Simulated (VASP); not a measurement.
Input of a VASP 6.6.1 run:

Contents of INCAR:

```
  ALGO = Normal
  EDIFF = 1E-7
  ENCUT = 520
  GGA = PE
  ISIF = 2
  ISMEAR = -1
  LASPH = T
  LCHARG = F
  LREAL = F
  LWAVE = F
  NBANDS = 16
  NELM = 80
  PREC = Accurate
  SIGMA = 0.05
```

The input KPOINTS:

```
k-points
0
Gamma
  10 10 5
```

The input POSCAR:

```
Rb
1.0
    5.1133429610      0.0000000000      0.0000000000
   -2.5566714805      4.4282849025      0.0000000000
    0.0000000000      0.0000000000      8.3037945340
Rb
2
Direct
    0.3333333333      0.6666666667      0.2500000000
    0.6666666667      0.3333333333      0.7500000000
```

Potentials or basis: VASP PAW PBE potentials, release 64 (Rb_sv).

Command:

```console
$ cat potpaw_PBE.64/Rb_sv/POTCAR > POTCAR
$ mpirun -np 1 vasp_std > vasp.out
```

Problem. Predict the pressure.

Solution. -0.1 GPa.

Problem. What does it give for the band gap on the k mesh?

Solution. Zero (band 9 reaches 0.56 eV, above the bottom of band 10 at -1.06 eV).
